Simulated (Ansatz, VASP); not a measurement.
This is a calculation of Ge for Ansatz 0.2.0.

The input input.yaml:

```yaml
crystal:
  lattice:
    - [-1.60842, 1.60842, 1.87318]
    - [1.60842, -1.60842, 1.87318]
    - [1.60842, 1.60842, -1.87318]
  atoms:
    - { symbol: Ge, position: [0.5, 0.5, 0.0] }
hamiltonian:
  xc: pbe
  pseudopotentials: { kind: paw }
kpoints:
  mp_grid: { grid: [12, 12, 12] }
scf:
  occupations: { method: fermi_dirac, width: 0.05 }
output:
  forces: true
  stress: true
  eigenvalues: true
relax:
  f_tol: 0.01
  max_steps: 40
  cell: { stress_tol: 0.05 }
```

Potentials or basis: Ansatz PAW.

Run with:

```console
$ ansatz run input.yaml --threads 2 --pin off --max-ram 5632MiB --backend cpu --events-out ev --progress --plain --runs-dir out
```

Problem. Set up the same calculation for VASP 6.6.1. Potentials there: VASP PAW PBE potentials, release 64 (Ge_d).

Solution. As run (the cutoff follows the program's own potentials):

Contents of INCAR:

```
  ALGO = Normal
  EDIFF = 1E-6
  EDIFFG = -0.01
  ENCUT = 600
  GGA = PE
  IBRION = 2
  ISIF = 3
  ISMEAR = -1
  LASPH = True
  LCHARG = False
  LREAL = False
  LWAVE = False
  NELM = 60
  NSW = 60
  PREC = Accurate
  SIGMA = 0.05
```

File KPOINTS:

```
k-points
0
Gamma
  12 12 12
```

File POSCAR:

```
Ge
1.0
   -1.6084200000      1.6084200000      1.8731800000
    1.6084200000     -1.6084200000      1.8731800000
    1.6084200000      1.6084200000     -1.8731800000
Ge
1
Direct
    0.5000000000      0.5000000000      0.0000000000
```

Potentials or basis: VASP PAW PBE potentials, release 64 (Ge_d).

Launch:

```sh
$ cat potpaw_PBE.64/Ge_d/POTCAR > POTCAR
$ mpirun -np 1 vasp_std > vasp.out
```

Both were run:

|  | VASP | Ansatz | Ansatz less VASP |
| --- | --- | --- | --- |
| gap on the k mesh at the Fermi level, each at its own relaxed structure (eV) | none | none | - |
| relaxed volume (Å³/atom) | 19.54 | 19.53 | -0.010 |
| relaxed cell length with the largest relative difference (Å) | 2.968 | 2.967 | -0.0012 |

A gap of «none» marks a metal or a gap that the smearing closes.

Noted on Ansatz's run: the plane-wave basis is chosen anew once the cell has moved, so the energies of steps on either side of that aren't comparable.
